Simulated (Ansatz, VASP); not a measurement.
# CdS: VASP beside Ansatz

POSCAR

```
CdS
1.0
    0.0000000000      2.7532440000      2.7532440000
    2.7532440000      0.0000000000      2.7532440000
    2.7532440000      2.7532440000      0.0000000000
Cd S
1 1
Direct
    0.0000000000      0.0000000000      0.0000000000
    0.5000000000      0.5000000000      0.5000000000
```

Contents of INCAR.step1:

```
SYSTEM = CdS
PREC = Accurate
ENCUT = 520
EDIFF = 1E-5
ISMEAR = -1
SIGMA = 0.05
LREAL = .FALSE.
LASPH = .TRUE.
NELM = 60
ALGO = Normal
ISIF = 2
LWAVE = .TRUE.
LCHARG = .FALSE.
NBANDS = 16
GGA = PE
```

Contents of INCAR.step2:

```
SYSTEM = CdS
PREC = Accurate
ENCUT = 520
EDIFF = 1E-6
ISMEAR = -1
SIGMA = 0.05
LREAL = .FALSE.
LASPH = .TRUE.
NELM = 60
ALGO = Normal
ISIF = 2
LWAVE = .FALSE.
LCHARG = .FALSE.
GGA = PE
LHFCALC = .TRUE.
HFSCREEN = 0.2079
PRECFOCK = Normal
NBANDS = 16
ISTART = 1
```

File KPOINTS:

```
Automatic mesh
0
G
  6 6 6
  0 0 0
```

input

```
crystal:
  lattice:
    - [0.0, 2.753244, 2.753244]
    - [2.753244, 0.0, 2.753244]
    - [2.753244, 2.753244, 0.0]
  atoms:
    - { symbol: Cd, position: [0.0, 0.0, 0.0] }
    - { symbol: S, position: [0.5, 0.5, 0.5] }
hamiltonian:
  xc: hse06
  pseudopotentials: { kind: paw }
kpoints:
  mp_grid: { grid: [6, 6, 6] }
  band_path:
    path:
      - [[0.0, 0.0, 0.0], [0.5, 0.0, 0.5], [0.5, 0.25, 0.75], [0.375, 0.375, 0.75], [0.0, 0.0, 0.0], [0.5, 0.5, 0.5], [0.625, 0.25, 0.625], [0.5, 0.25, 0.75], [0.5, 0.5, 0.5], [0.375, 0.375, 0.75]]
      - [[0.625, 0.25, 0.625], [0.5, 0.0, 0.5]]
    npoints: 4
scf:
  occupations: { method: fermi_dirac, width: 0.05 }
  n_extra_bands: 6
output:
  forces: true
  stress: true
  eigenvalues: true
  fatbands: false
```

Alike in both runs: functional HSE06; k mesh 6 × 6 × 6; occupations fermi-dirac, width 0.05 eV; no spin polarisation.

|  | VASP | Ansatz |
| --- | --- | --- |
| version | VASP 6.6.1 | Ansatz 0.2.0 |
| potentials or method | VASP PAW PBE potentials, release 64 (Cd, S) | Ansatz PAW |
| plane-wave cutoff (eV) | 520 | 420 |
| valence electrons in the cell | 18 | 26 |
| task | single point | band structure |

VASP gave:

| Item | Value |
| --- | --- |
| gap on the k mesh at the Fermi level (eV) | 1.22 |
| least direct gap on the mesh (eV) | 2.54 |
| pressure (GPa) | -1.8 |

Problem. What did Ansatz give for the same quantities?

Solution. gap on the k mesh at the Fermi level (eV): 1.24; least direct gap on the mesh (eV): 2.56; pressure (GPa): -2.2.

With one functional, cell and mesh, what is left measures potentials, basis and numerics. VASP's potentials hold 18 valence electrons a cell and Ansatz's 26, so a difference there can come from the potentials and not from the codes.
